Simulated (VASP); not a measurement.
# Ta2N (P-31m) in VASP: a series of runs

Ta2N is run at these levels: LDA; tasks: single point.

Everything below comes from runs of VASP 6.6.1. Logs are shortened: lines on timing, memory, paths and dates and some standing lists are left out, and cuts for length are marked.

### Step 1. The cell of the first run

It takes space group P-31m (No. 162, trigonal). Conventional cell: a = 5.096 Å, b = 5.096 Å, c = 5.141 Å, α = 90.00°, β = 90.00°, γ = 120.00°. Within 3.2 Å of Ta (site symmetry m) lie 3 N at 2.12 to 2.17 Å and 12 Ta at 2.89 to 3.14 Å. N (site symmetry 32) has 6 Ta at 2.12 Å within 2.8 Å. N (site symmetry -3m) has 6 Ta at 2.17 Å within 2.9 Å.

### Step 2. Single point, LDA

Input file INCAR:

```
  PREC = Accurate
  ENCUT = 700
  EDIFF = 1E-6
  ISMEAR = 0
  SIGMA = 0.15
  LREAL = False
  LASPH = True
  NELM = 120
  ALGO = Normal
  ISIF = 2
  LWAVE = False
  LCHARG = False
  NBANDS = 56
  GGA_COMPAT = False
```

Input file KPOINTS:

```
Automatic mesh
0
Gamma
  9 9 8
```

Input file POSCAR:

```
Ta2N
1.0
    5.0963826899      0.0000000000      0.0000000000
   -2.5481913449      4.4135968768      0.0000000000
    0.0000000000      0.0000000000      5.1407212193
Ta N
6 3
Direct
    0.6549760690      0.6549760690      0.7526041962
    0.0000000000      0.3450239310      0.7526041962
    0.3450239310      0.0000000000      0.7526041962
    0.3450239310      0.3450239310      0.2473958038
    0.0000000000      0.6549760690      0.2473958038
    0.6549760690      0.0000000000      0.2473958038
    0.6666666667      0.3333333333      0.5000000000
    0.3333333333      0.6666666667      0.5000000000
    0.0000000000      0.0000000000      0.0000000000
```

Potentials or basis: VASP PAW LDA potentials, release 64 (Ta_sv_GW, N).

On the command line:

```bash
> cat potpaw_LDA.64/Ta_sv_GW/POTCAR potpaw_LDA.64/N/POTCAR > POTCAR
> mpirun -np 1 vasp_std > vasp.out
```

OUTCAR:

```text
PREC = Accurate
   ENCUT = 700
   EDIFF = 1E-6
   ISMEAR = 0
   LREAL = False
   LASPH = True
   NELM = 120
   ISIF = 2

 ion  position               nearest neighbor table
   1  0.655  0.655  0.753-   7 2.12   8 2.12   9 2.17   3 2.89   3 2.89   2 2.89   2 2.89   4 2.99
                             4 3.04   2 3.05   3 3.05   6 3.09   5 3.09   6 3.14   5 3.14
   2  0.000  0.345  0.753-   7 2.12   8 2.12   9 2.17   3 2.89   1 2.89   3 2.89   1 2.89   5 2.99
                             5 3.04   1 3.05   3 3.05   6 3.09   4 3.09   6 3.14   4 3.14
   3  0.345  0.000  0.753-   8 2.12   7 2.12   9 2.17   1 2.89   2 2.89   1 2.89   2 2.89   6 2.99
                             6 3.04   2 3.05   1 3.05   4 3.09   5 3.09   4 3.14   5 3.14
   4  0.345  0.345  0.247-   8 2.12   7 2.12   9 2.17   6 2.89   6 2.89   5 2.89   5 2.89   1 2.99
                             1 3.04   5 3.05   6 3.05   3 3.09   2 3.09   3 3.14   2 3.14
   5  0.000  0.655  0.247-   8 2.12   7 2.12   9 2.17   6 2.89   4 2.89   6 2.89   4 2.89   2 2.99
                             2 3.04   4 3.05   6 3.05   3 3.09   1 3.09   3 3.14   1 3.14
   6  0.655  0.000  0.247-   7 2.12   8 2.12   9 2.17   4 2.89   5 2.89   4 2.89   5 2.89   3 2.99
                             3 3.04   5 3.05   4 3.05   1 3.09   2 3.09   1 3.14   2 3.14
   7  0.667  0.333  0.500-   6 2.12   2 2.12   3 2.12   5 2.12   1 2.12   4 2.12
   8  0.333  0.667  0.500-   3 2.12   5 2.12   6 2.12   2 2.12   4 2.12   1 2.12
   9  0.000  0.000  0.000-   2 2.17   5 2.17   4 2.17   1 2.17   3 2.17   6 2.17

  LATTYP: Found a hexagonal cell.
 ALAT       =     5.0963826899
 C/A-ratio  =     1.0087000000

  Lattice vectors:

 A1 = (   5.0963826899,   0.0000000000,   0.0000000000)
 A2 = (  -2.5481913449,   4.4135968768,   0.0000000000)
 A3 = (   0.0000000000,   0.0000000000,   5.1407212193)

Analysis of symmetry for initial positions (statically):
=====================================================================
 Subroutine PRICEL returns:
 Original cell was already a primitive cell.

 Routine SETGRP: Setting up the symmetry group for a
 hexagonal supercell.

 Subroutine GETGRP returns: Found 12 space group operations
 (whereof 12 operations were pure point group operations)
 out of a pool of 24 trial point group operations.

The static configuration has the point symmetry D_3d.

Analysis of symmetry for dynamics (positions and initial velocities):
=====================================================================
 Subroutine PRICEL returns:
 Original cell was already a primitive cell.

 Routine SETGRP: Setting up the symmetry group for a
 hexagonal supercell.

 Subroutine GETGRP returns: Found 12 space group operations
 (whereof 12 operations were pure point group operations)
 out of a pool of 24 trial point group operations.

The dynamic configuration has the point symmetry D_3d.

 Subroutine INISYM returns: Found 12 space group operations
 (whereof 12 operations are pure point group operations),
 and found     1 'primitive' translations

----------------------------------------------------------------------------------------

                                     Primitive cell

  volume of cell :     115.6322

  direct lattice vectors                    reciprocal lattice vectors
     5.096382690  0.000000000  0.000000000     0.196217604  0.113286286  0.000000000
    -2.548191345  4.413596877  0.000000000     0.000000000  0.226572573  0.000000000
     0.000000000  0.000000000  5.140721219     0.000000000  0.000000000  0.194525234

  length of vectors
     5.096382690  5.096382690  5.140721219     0.226572573  0.226572573  0.194525234

  position of ions in fractional coordinates (direct lattice)
     0.654976069  0.654976069  0.752604196
     1.000000000  0.345023931  0.752604196
     0.345023931  0.000000000  0.752604196
     0.345023931  0.345023931  0.247395804
     1.000000000  0.654976069  0.247395804
     0.654976069  0.000000000  0.247395804
     0.666666667  0.333333333  0.500000000
     0.333333333  0.666666667  0.500000000
     0.000000000  0.000000000  0.000000000

  ion indices of the primitive-cell ions
   primitive index   ion index
                 1           1
                 2           2
                 3           3
                 4           4
                 5           5
                 6           6
                 7           7
                 8           8
                 9           9

----------------------------------------------------------------------------------------

 KPOINTS: Automatic mesh

Automatic generation of k-mesh.
 Grid dimensions read from file:
 generate k-points for:    9    9    8

 Generating k-lattice:

  Cartesian coordinates                     Fractional coordinates (reciprocal lattice)
     0.021801956  0.012587365  0.000000000     0.111111111 -0.000000000  0.000000000
     0.000000000  0.025174730  0.000000000     0.000000000  0.111111111  0.000000000
     0.000000000  0.000000000  0.024315654     0.000000000  0.000000000  0.125000000

  Length of vectors
     0.025174730  0.025174730  0.024315654

  Shift w.r.t. Gamma in fractional coordinates (k-lattice)
     0.000000000  0.000000000  0.000000000

 Subroutine IBZKPT returns following result:
 ===========================================

 Found     81 irreducible k-points:

 Following reciprocal coordinates:
            Coordinates               Weight
  0.000000  0.000000  0.000000      1.000000
  0.111111  0.000000  0.000000      6.000000
  0.222222  0.000000  0.000000      6.000000
  0.333333  0.000000  0.000000      6.000000
  0.444444  0.000000  0.000000      6.000000
  0.111111  0.111111  0.000000      6.000000
[... 16 lines left out ...]
 -0.111111  0.444444  0.125000     12.000000
  0.444444  0.111111  0.125000      6.000000
 [... further k-points ...]
   k-points           NKPTS =     81   k-points in BZ     NKDIM =     81   number of bands    NBANDS=     56
   number of dos      NEDOS =    301   number of ions     NIONS =      9
   total plane-waves  NPLWV = 110592
   dimension x,y,z NGX =    48 NGY =   48 NGZ =   48
   dimension x,y,z NGXF=    96 NGYF=   96 NGZF=   96
   ions per type =               6   3
   NGX,Y,Z   is equivalent  to a cutoff of  15.66, 15.66, 15.52 a.u.
   NGXF,Y,Z  is equivalent  to a cutoff of  31.32, 31.32, 31.05 a.u.
 SYSTEM =  unknown system
   PREC   = accura    normal or accurate (medium, high low for compatibility)
   ISTART =      0    job   : 0-new  1-cont  2-samecut
   ICHARG =      2    charge: 1-file 2-atom 10-const
   ISPIN  =      1    spin polarized calculation?
   LNONCOLLINEAR =      F non collinear calculations
   LSORBIT =      F    spin-orbit coupling
   LASPH  =      T    aspherical Exc in radial PAW
   ENCUT  =  700.0 eV  51.45 Ry    7.17 a.u.  10.99 10.99 11.09*2*pi/ulx,y,z
   NELM   =    120;   NELMIN=  2; NELMDL= -5     # of ELM steps
   EDIFF  = 0.1E-05   stopping-criterion for ELM
   LREAL  =      F    real-space projection
   EDIFFG = 0.1E-04   stopping-criterion for IOM
   NSW    =      0    number of steps for IOM
   IBRION =     -1    ionic relax: 0-MD 1-quasi-New 2-CG
   NFREE  =      0    steps in history (QN), initial steepest desc. (CG)
   ISIF   =      2    stress and relaxation
   ISYM   =      2    0-nonsym 1-usesym 2-fastsym
   POTIM  = 0.5000    time-step for ionic-motion
   TEBEG  =    0.0;   TEEND  =   0.0 temperature during run
   PSTRESS=    0.0 pullay stress
   NELECT =      93.0000    total number of electrons
   NUPDOWN=      -1.0000    fix difference up-down
   EMIN   =  10.00;   EMAX   =-10.00  energy-range for DOS
   EFERMI =   0.00;   METHOD = LEGACY
   ISMEAR =     0;   SIGMA  =   0.15  broadening in eV -4-tet -1-fermi 0-gaus
   EFERMI_NEDOS =   21; number of points for ismear=-14 and -15
   IALGO  =     38    algorithm
   IMIX   =      4    mixing-type and parameters
     AMIX     =   0.40;   BMIX     =  1.00
     AMIX_MAG =   1.60;   BMIX_MAG =  1.00
  volume/ion in A,a.u.               =      12.85        86.70
  Fermi-wavevector in a.u.,A,eV,Ry     =   1.522450  2.877012 31.536298  2.317852
  Thomas-Fermi vector in A             =   2.631027
   LORBIT       =      0    0 simple, 1 ext, 2 COOP (PROOUT), +10 PAW based schemes
   GGA     = CA    functional components
   LHFCALC =     F    Hartree Fock is set to
   AEXX    =    0.0000 exact exchange contribution
   IVDW    =     0    specifies the selected vdW correction
   LEPSILON=     F    determine dielectric tensor
   LRPA    =     F    only Hartree local field effects (RPA)
 non-spin polarized calculation
 Gauss-broadening in eV      SIGMA  =   0.15
  energy-cutoff  :      700.00
  volume of cell :      115.63
 maximum number of plane-waves:      4893
 NGX is ok and might be reduce to    48
   NGX = 21   NGY = 21   NGZ = 23

 number of electron      93.0000000 magnetization

 Free energy of the ion-electron system (eV)
  ---------------------------------------------------
  ext. energy  EPLUGINS =         0.00000000
  ---------------------------------------------------
  free energy    TOTEN  =      -128.47629506 eV

  energy without entropy =     -128.44712680  energy(sigma->0) =     -128.46171093

 E-fermi :  12.2325     XC(G=0): -13.7789

 val. band max:       12.2323490396   @ k =  -0.1111   0.4444   0.1250
 cond. band min:      12.2362413435   @ k =  -0.1111  -0.4444   0.1250
 fundamental gap:      0.0038923039
 Fermi energy:        12.2324610245

 k-point     1 :       0.0000    0.0000    0.0000
  band No.  band energies     occupation
      1     -55.7647      2.00000
      2     -55.6988      2.00000
      3     -55.6466      2.00000
      4     -55.6466      2.00000
      5     -55.6371      2.00000
      6     -55.6371      2.00000
[... 1405 lines left out ...]
     55      15.3554      0.00000
     56      15.7131      0.00000

 [... further k-points ...]

------------------------ aborting loop because EDIFF is reached ----------------------------------------

  FORCE on cell =-STRESS in cart. coord.  units (eV):
  Direction    XX          YY          ZZ          XY          YZ          ZX
  --------------------------------------------------------------------------------------
  -------------------------------------------------------------------------------------
  Total        6.2797285      6.2797285     -8.1053927      0.0000000     -0.0000000      0.0000000
  in kB       87.0107072     87.0107072   -112.3067585      0.0000000     -0.0000000      0.0000000
  external PRESSURE =      20.5715520 kB  Pullay stress =       0.0000000 kB

 VOLUME and BASIS-vectors are now :
 -----------------------------------------------------------------------------
  energy-cutoff  :      700.00
  volume of cell :      115.63
      direct lattice vectors                 reciprocal lattice vectors
     5.096382690  0.000000000  0.000000000     0.196217604  0.113286286  0.000000000
    -2.548191345  4.413596877  0.000000000     0.000000000  0.226572573  0.000000000
     0.000000000  0.000000000  5.140721219     0.000000000  0.000000000  0.194525234

 POSITION                                       TOTAL-FORCE (eV/Angst)
 -----------------------------------------------------------------------------------
      1.66900      2.89080      3.86893         0.782520      1.355365      0.633644
     -0.87919      1.52280      3.86893         0.782520     -1.355365      0.633644
      1.75837      0.00000      3.86893        -1.565041      0.000000      0.633644
      0.87919      1.52280      1.27179        -0.782520     -1.355365     -0.633644
     -1.66900      2.89080      1.27179        -0.782520      1.355365     -0.633644
      3.33801      0.00000      1.27179         1.565041      0.000000     -0.633644
      2.54819      1.47120      2.57036         0.000000      0.000000      0.000000
     -0.00000      2.94240      2.57036         0.000000      0.000000      0.000000
      0.00000      0.00000      0.00000         0.000000      0.000000      0.000000
 -----------------------------------------------------------------------------------
    total drift:                                0.000000     -0.000000     -0.000000

  FREE ENERGIE OF THE ION-ELECTRON SYSTEM (eV)
  ---------------------------------------------------
  free  energy   TOTEN  =      -128.4762950631 eV

  energy  without entropy=     -128.4471267976  energy(sigma->0) =     -128.46171093
```

It took 9.4 min on 1 thread of Intel Xeon 6975P-C (Granite Rapids), shared host; peak memory 0.68 GiB.

Results:

| Property | Result |
| --- | --- |
| Free energy | -128.4763 eV |
| Pressure | 2.1 GPa |
| Largest force | 1.688 eV/Å |
| Band gap on the k mesh | zero (an odd number of electrons rules out a gap without spin polarisation) |

Forces on the atoms (eV/Å):
```
Ta   0.783  1.355  0.634
Ta   0.783 -1.355  0.634
Ta  -1.565  0.000  0.634
Ta  -0.783 -1.355 -0.634
Ta  -0.783  1.355 -0.634
Ta   1.565  0.000 -0.634
N    0.000  0.000  0.000
N    0.000  0.000  0.000
N    0.000  0.000  0.000
```

Levels at points of the mesh, in eV from the Fermi level:
| k point | band 44 | band 45 | band 46 | band 47 | band 48 | band 49 | band 50 | band 51 |
| --- | --- | --- | --- | --- | --- | --- | --- | --- |
| (0.00, 0.00, 0.00) | -1.48 | -0.82 | -0.50 | -0.50 | -0.25 | -0.25 | 1.26 | 1.26 |
| (0.00, 0.00, 0.50) | -1.71 | -1.29 | -1.11 | -1.11 | 0.46 | 0.76 | 0.76 | 2.04 |

Caveat: the stress differs along the axes, from -11 to 9 GPa; spin-orbit coupling is left out, which moves the levels of the heavy elements; forces of over 1 eV/Å act on the atoms, so gaps and moduli don't describe the material at rest.

### Step 3. Single point, LDA

Input file INCAR:

```
SYSTEM = Ta2N
PREC = Accurate
ENCUT = 700
EDIFF = 1E-6
ISMEAR = 0
SIGMA = 0.15
LREAL = .FALSE.
LASPH = .TRUE.
NELM = 120
ALGO = Normal
ISIF = 2
LWAVE = .FALSE.
LCHARG = .FALSE.
NBANDS = 56
GGA_COMPAT = .FALSE.
```

Input file KPOINTS:

```
Automatic mesh
0
G
  9 9 8
  0 0 0
```

Input file POSCAR:

```
Ta2N
1.0
    5.0963826899      0.0000000000      0.0000000000
   -2.5481913449      4.4135968768      0.0000000000
    0.0000000000      0.0000000000      5.1407212193
Ta N
6 3
Direct
    0.6908347477      0.6908347477      0.7526041962
    0.0000000000      0.3091652523      0.7526041962
    0.3091652523      0.0000000000      0.7526041962
    0.3091652523      0.3091652523      0.2473958038
    0.0000000000      0.6908347477      0.2473958038
    0.6908347477      0.0000000000      0.2473958038
    0.6666666667      0.3333333333      0.5000000000
    0.3333333333      0.6666666667      0.5000000000
    0.0000000000      0.0000000000      0.0000000000
```

Potentials or basis: VASP PAW LDA potentials, release 64 (Ta_sv_GW, N).

On the command line:

```bash
> cat potpaw_LDA.64/Ta_sv_GW/POTCAR potpaw_LDA.64/N/POTCAR > POTCAR
> mpirun -np 1 vasp_std > vasp.out
```

It took 9.9 min on 1 thread of Intel Xeon 6975P-C (Granite Rapids), shared host; peak memory 0.68 GiB.

The run converged. Its results:

| Property | Result |
| --- | --- |
| Free energy | -127.2186 eV |
| Pressure | 7.6 GPa |
| Largest force | 4.437 eV/Å |
| Band gap on the k mesh | zero (an odd number of electrons rules out a gap without spin polarisation) |

Forces in eV/Å, atoms in the order of the input:
```
Ta  -2.111 -3.656 -1.367
Ta  -2.111  3.656 -1.367
Ta   4.221  0.000 -1.367
Ta   2.111  3.656  1.367
Ta   2.111 -3.656  1.367
Ta  -4.221  0.000  1.367
N    0.000  0.000  0.000
N    0.000  0.000  0.000
N    0.000  0.000  0.000
```

Stress tensor (GPa, compression positive):
```
15.21  0.00  0.00
 0.00 15.21  0.00
 0.00  0.00 -7.73
```

Levels at points of the mesh, in eV from the Fermi level:
```tsv
k point	band 43	band 44	band 45	band 46	band 47	band 48	band 49	band 50	band 51	band 52
(0.00, 0.00, 0.00)	-1.22	-1.22	-0.80	0.02	0.02	0.10	0.10	1.56	1.56	2.03
(0.00, 0.00, 0.50)	-1.53	-1.15	-1.15	-0.92	-0.92	0.41	0.41	1.35	2.07	2.07
```

Caveat: the stress differs along the axes, from -8 to 15 GPa; spin-orbit coupling is left out, which moves the levels of the heavy elements; forces of over 1 eV/Å act on the atoms, so gaps and moduli don't describe the material at rest.

(Part 1 of 2 ends here.)
